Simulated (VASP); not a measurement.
# Hf2Ru (Fd-3m) in VASP: a series of runs, part 2 of 2

VASP 6.6.1.

## Step 3: Relaxation of cell and atoms, PBE

This run uses another cell than the first one, of 17.52 Å³/atom, 0.899 times its volume.

Contents of INCAR:

```
PREC     = Accurate       # precision mode
ENCUT    = 600            # plane-wave cutoff, eV
EDIFF    = 1E-6           # SCF threshold, eV
ISMEAR   = 0              # smearing method
SIGMA    = 0.1            # smearing width, eV
LREAL    = F              # projectors in reciprocal space
LASPH    = T              # aspherical terms in the spheres
NELM     = 60             # most SCF steps
ALGO     = Fast           # electronic algorithm
ISIF     = 3              # what is computed and relaxed
LWAVE    = F              # write WAVECAR
LCHARG   = F              # write CHGCAR
GGA      = PE             # functional
IBRION   = 2              # ionic algorithm
NSW      = 90             # ionic steps
EDIFFG   = -0.04          # ionic threshold
```

Contents of KPOINTS:

```
Automatic mesh
0
Gamma
  4 4 4
```

Contents of POSCAR:

```
Hf2Ru
1.0
    0.0000000000      3.7456393250      3.7456393250
    3.7456393250      0.0000000000      3.7456393250
    3.7456393250      3.7456393250      0.0000000000
Hf Ru
4 2
Direct
    0.6250000000      0.6250000000      0.6250000000
    0.1250000000      0.6250000000      0.6250000000
    0.6250000000      0.6250000000      0.1250000000
    0.6250000000      0.1250000000      0.6250000000
    0.0000000000      0.0000000000      0.0000000000
    0.2500000000      0.2500000000      0.2500000000
```

Potentials or basis: VASP PAW PBE potentials, release 64 (Hf_pv, Ru_pv).

Command:

```
cat potpaw_PBE.64/Hf_pv/POTCAR potpaw_PBE.64/Ru_pv/POTCAR > POTCAR
mpirun -np 1 vasp_std > vasp.out
```

OUTCAR:

```text
PREC = Accurate
   ENCUT = 600
   EDIFF = 1E-6
   ISMEAR = 0
   LREAL = F
   LASPH = T
   NELM = 60
   ISIF = 3
   GGA = PE
   IBRION = 2
   NSW = 90
   EDIFFG = -0.04

 ion  position               nearest neighbor table
   1  0.625  0.625  0.625-   2 2.65   3 2.65   4 2.65   3 2.65   4 2.65   2 2.65   6 3.11   5 3.11
                             6 3.11   5 3.11   6 3.11   5 3.11
   2  0.125  0.625  0.625-   1 2.65   3 2.65   4 2.65   1 2.65   3 2.65   4 2.65   5 3.11   6 3.11
                             5 3.11   5 3.11   6 3.11   6 3.11
   3  0.625  0.625  0.125-   1 2.65   1 2.65   2 2.65   4 2.65   4 2.65   2 2.65   6 3.11   5 3.11
                             6 3.11   5 3.11   6 3.11   5 3.11
   4  0.625  0.125  0.625-   1 2.65   3 2.65   1 2.65   2 2.65   3 2.65   2 2.65   5 3.11   6 3.11
                             5 3.11   6 3.11   6 3.11   5 3.11
   5  0.000  0.000  0.000-   1 3.11   3 3.11   4 3.11   1 3.11   2 3.11   3 3.11   1 3.11   2 3.11
                             4 3.11   2 3.11   4 3.11   3 3.11   6 3.24   6 3.24   6 3.24   6 3.24
   6  0.250  0.250  0.250-   2 3.11   4 3.11   1 3.11   2 3.11   4 3.11   1 3.11   2 3.11   3 3.11
                             1 3.11   3 3.11   4 3.11   3 3.11   5 3.24   5 3.24   5 3.24   5 3.24

  LATTYP: Found a face centered cubic cell.
 ALAT       =     7.4912786500

  Lattice vectors:

 A1 = (   0.0000000000,   3.7456393250,   3.7456393250)
 A2 = (   3.7456393250,   0.0000000000,   3.7456393250)
 A3 = (   3.7456393250,   3.7456393250,   0.0000000000)

Analysis of symmetry for initial positions (statically):
=====================================================================
 Subroutine PRICEL returns:
 Original cell was already a primitive cell.

 Routine SETGRP: Setting up the symmetry group for a
 face centered cubic supercell.

 Subroutine GETGRP returns: Found 48 space group operations
 (whereof 24 operations were pure point group operations)
 out of a pool of 48 trial point group operations.

The static configuration has the point symmetry T_d .
 The point group associated with its full space group is O_h .

Analysis of symmetry for dynamics (positions and initial velocities):
=====================================================================
 Subroutine PRICEL returns:
 Original cell was already a primitive cell.

 Routine SETGRP: Setting up the symmetry group for a
 face centered cubic supercell.

 Subroutine GETGRP returns: Found 48 space group operations
 (whereof 24 operations were pure point group operations)
 out of a pool of 48 trial point group operations.

The dynamic configuration has the point symmetry T_d .
 The point group associated with its full space group is O_h .

 Subroutine INISYM returns: Found 48 space group operations
 (whereof 24 operations are pure point group operations),
 and found     1 'primitive' translations

----------------------------------------------------------------------------------------

                                     Primitive cell

  volume of cell :     105.1012

  direct lattice vectors                    reciprocal lattice vectors
     0.000000000  3.745639325  3.745639325    -0.133488560  0.133488560  0.133488560
     3.745639325  0.000000000  3.745639325     0.133488560 -0.133488560  0.133488560
     3.745639325  3.745639325  0.000000000     0.133488560  0.133488560 -0.133488560

  length of vectors
     5.297133933  5.297133933  5.297133933     0.231208968  0.231208968  0.231208968

  position of ions in fractional coordinates (direct lattice)
     0.625000000  0.625000000  0.625000000
     0.125000000  0.625000000  0.625000000
     0.625000000  0.625000000  0.125000000
     0.625000000  0.125000000  0.625000000
     0.000000000  0.000000000  0.000000000
     0.250000000  0.250000000  0.250000000

[... 32 lines left out ...]

 Found      8 irreducible k-points:

 Following reciprocal coordinates:
            Coordinates               Weight
  0.000000  0.000000  0.000000      1.000000
  0.250000  0.000000  0.000000      8.000000
  0.500000  0.000000  0.000000      4.000000
  0.250000  0.250000  0.000000      6.000000
  0.500000  0.250000  0.000000     24.000000
 -0.250000  0.250000  0.000000     12.000000
  0.500000  0.500000  0.000000      3.000000
 -0.250000  0.500000  0.250000      6.000000
   k-points           NKPTS =      8   k-points in BZ     NKDIM =      8   number of bands    NBANDS=     40
   number of dos      NEDOS =    301   number of ions     NIONS =      6
   total plane-waves  NPLWV =  74088
   dimension x,y,z NGX =    42 NGY =   42 NGZ =   42
   dimension x,y,z NGXF=    84 NGYF=   84 NGZF=   84
   ions per type =               4   2
   NGX,Y,Z   is equivalent  to a cutoff of  13.18, 13.18, 13.18 a.u.
   NGXF,Y,Z  is equivalent  to a cutoff of  26.36, 26.36, 26.36 a.u.
 SYSTEM =  unknown system
   PREC   = accura    normal or accurate (medium, high low for compatibility)
   ISTART =      0    job   : 0-new  1-cont  2-samecut
   ICHARG =      2    charge: 1-file 2-atom 10-const
   ISPIN  =      1    spin polarized calculation?
   LNONCOLLINEAR =      F non collinear calculations
   LSORBIT =      F    spin-orbit coupling
   LASPH  =      T    aspherical Exc in radial PAW
   ENCUT  =  600.0 eV  44.10 Ry    6.64 a.u.  10.58 10.58 10.58*2*pi/ulx,y,z
   NELM   =     60;   NELMIN=  2; NELMDL= -5     # of ELM steps
   EDIFF  = 0.1E-05   stopping-criterion for ELM
   LREAL  =      F    real-space projection
   EDIFFG = -.4E-01   stopping-criterion for IOM
   NSW    =     90    number of steps for IOM
   IBRION =      2    ionic relax: 0-MD 1-quasi-New 2-CG
   NFREE  =      1    steps in history (QN), initial steepest desc. (CG)
   ISIF   =      3    stress and relaxation
   ISYM   =      2    0-nonsym 1-usesym 2-fastsym
   POTIM  = 0.5000    time-step for ionic-motion
   TEBEG  =    0.0;   TEEND  =   0.0 temperature during run
   PSTRESS=    0.0 pullay stress
   NELECT =      68.0000    total number of electrons
   NUPDOWN=      -1.0000    fix difference up-down
   EMIN   =  10.00;   EMAX   =-10.00  energy-range for DOS
   EFERMI =   0.00;   METHOD = LEGACY
   ISMEAR =     0;   SIGMA  =   0.10  broadening in eV -4-tet -1-fermi 0-gaus
   EFERMI_NEDOS =   21; number of points for ismear=-14 and -15
   IALGO  =     68    algorithm
   IMIX   =      4    mixing-type and parameters
     AMIX     =   0.40;   BMIX     =  1.00
     AMIX_MAG =   1.60;   BMIX_MAG =  1.00
  volume/ion in A,a.u.               =      17.52       118.21
  Fermi-wavevector in a.u.,A,eV,Ry     =   1.415930  2.675720 27.277754  2.004858
  Thomas-Fermi vector in A             =   2.537318
   LORBIT       =      0    0 simple, 1 ext, 2 COOP (PROOUT), +10 PAW based schemes
   GGA     = PE    functional components
   LHFCALC =     F    Hartree Fock is set to
   AEXX    =    0.0000 exact exchange contribution
   IVDW    =     0    specifies the selected vdW correction
   LEPSILON=     F    determine dielectric tensor
   LRPA    =     F    only Hartree local field effects (RPA)
 conjugate gradient relaxation of ions
 non-spin polarized calculation
 RMM-DIIS sequential band-by-band and
 Gauss-broadening in eV      SIGMA  =   0.10
  energy-cutoff  :      600.00
  volume of cell :      105.10
 maximum number of plane-waves:      3521
   NGX = 21   NGY = 21   NGZ = 21

--------------------------------------- Ionic step        1  -------------------------------------------

 number of electron      68.0000010 magnetization

 Free energy of the ion-electron system (eV)
  ---------------------------------------------------
  ext. energy  EPLUGINS =         0.00000000
  ---------------------------------------------------
  free energy    TOTEN  =       -53.64192144 eV

  energy without entropy =      -53.58183850  energy(sigma->0) =      -53.61187997

------------------------ aborting loop because EDIFF is reached ----------------------------------------

  FORCE on cell =-STRESS in cart. coord.  units (eV):
  Direction    XX          YY          ZZ          XY          YZ          ZX
  --------------------------------------------------------------------------------------
  -------------------------------------------------------------------------------------
  Total       10.2321580     10.2321580     10.2321580      0.0000000     -0.0000000      0.0000000
  in kB      155.9803735    155.9803735    155.9803735      0.0000000     -0.0000000      0.0000000
  external PRESSURE =     155.9803735 kB  Pullay stress =       0.0000000 kB
[... 107 lines left out ...]
--------------------------------------- Ionic step        4  -------------------------------------------

 number of electron      67.9999992 magnetization

 Free energy of the ion-electron system (eV)
  ---------------------------------------------------
  ext. energy  EPLUGINS =         0.00000000
  ---------------------------------------------------
  free energy    TOTEN  =       -54.14333123 eV

  energy without entropy =      -54.08000711  energy(sigma->0) =      -54.11166917

 E-fermi :   5.9310     XC(G=0): -11.9318

 val. band max:        5.9013677303   @ k =  -0.2500   0.5000   0.2500
 cond. band min:       5.9480638355   @ k =   0.2500   0.2500   0.0000
 fundamental gap:      0.0466961051
 Fermi energy:         5.9310308087

 k-point     1 :       0.0000    0.0000    0.0000
  band No.  band energies     occupation
      1     -36.0936      2.00000
      2     -36.0936      2.00000
      3     -36.0936      2.00000
      4     -36.0677      2.00000
      5     -36.0677      2.00000
      6     -36.0677      2.00000
[... 366 lines left out ...]
  FREE ENERGIE OF THE ION-ELECTRON SYSTEM (eV)
  ---------------------------------------------------
  free  energy   TOTEN  =       -54.1433312298 eV

  energy  without entropy=      -54.0800071064  energy(sigma->0) =      -54.11166917

 reached required accuracy - stopping structural energy minimisation
```

It took 7.8 min on 1 thread of AMD EPYC 7R13, shared host; peak memory 0.25 GiB.

Results:

```yaml
Free_energy: -54.1433 eV
Relaxed_volume: 19.41 Å³/atom
Relaxed_cell: a = 5.481 Å, b = 5.481 Å, c = 5.481 Å, α = 60.00°, β = 60.00°, γ = 60.00°
Space_group_after_relaxing_to_0.05_Å: Fd-3m (No. 227)
Energy_gained_by_relaxing: 83.6 meV/atom
Ionic_steps: 4
Pressure_after_relaxing: -0.1 GPa
Band_gap_on_the_k_mesh: zero (band 34 reaches 6.11 eV, above the bottom of band 35 at 5.90 eV)
```

The path:
```tsv
step	energy change (eV)	largest force (eV/Å)	pressure (GPa)	volume (Å³)
1	0.0000	0.0000	15.60	105.10
2	0.2284	0.0000	-12.32	133.23
3	-0.5010	0.0000	-0.36	116.75
4	-0.5014	0.0000	-0.05	116.45
```

Final structure:
```
Hf Ru
1.0
     0.00000    3.87592    3.87592
     3.87592    0.00000    3.87592
     3.87592    3.87592    0.00000
Hf Ru
4 2
Direct
  0.62500 0.62500 0.62500
  0.12500 0.62500 0.62500
  0.62500 0.62500 0.12500
  0.62500 0.12500 0.62500
  0.00000 0.00000 0.00000
  0.25000 0.25000 0.25000
```

Levels at points of the mesh, in eV from the Fermi level:
| k point | band 29 | band 30 | band 31 | band 32 | band 33 | band 34 | band 35 | band 36 | band 37 | band 38 |
| --- | --- | --- | --- | --- | --- | --- | --- | --- | --- | --- |
| (0.00, 0.00, 0.00) | -1.02 | -1.02 | -0.98 | -0.98 | -0.98 | 0.18 | 0.18 | 0.18 | 0.38 | 0.38 |
| (0.50, 0.00, 0.00) | -0.64 | -0.64 | -0.48 | -0.43 | -0.43 | -0.18 | 0.14 | 0.14 | 0.65 | 1.67 |
| (0.50, 0.50, 0.00) | -1.38 | -1.38 | -0.86 | -0.86 | -0.12 | -0.12 | 0.44 | 0.44 | 1.22 | 1.22 |

Caveat: the k points lie up to 0.35 Å⁻¹ apart in the final cell; spin-orbit coupling is left out, which moves the levels of the heavy elements.
